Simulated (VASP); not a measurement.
Here is a VASP 6.6.1 calculation.

INCAR

```
  PREC = Accurate
  ENCUT = 600
  EDIFF = 1E-6
  ISMEAR = 0
  SIGMA = 0.02
  LREAL = F
  LASPH = T
  NELM = 120
  ALGO = Normal
  ISIF = 2
  LWAVE = F
  LCHARG = F
  GGA = PE
  NBANDS = 11
  GGA_COMPAT = F
```

The input KPOINTS:

```
Automatic mesh
0
Gamma
  8 8 8
```

POSCAR

```
SiC
1.0
    0.0000000000      2.1790000000      2.1790000000
    2.1790000000      0.0000000000      2.1790000000
    2.1790000000      2.1790000000      0.0000000000
Si C
1 1
Direct
    0.0000000000      0.0000000000      0.0000000000
    0.2500000000      0.2500000000      0.2500000000
```

Potentials or basis: VASP PAW PBE potentials, release 64 (Si, C).

Command:

```sh
$ cat potpaw_PBE.64/Si/POTCAR potpaw_PBE.64/C/POTCAR > POTCAR
$ mpirun -np 1 vasp_std > vasp.out
```

Q: Predict the band gap on the k mesh.

A: 1.36 eV, indirect (least direct gap 4.54 eV).

Q: Predict the pressure.

A: 3.1 GPa.

A k mesh can miss the band edges.
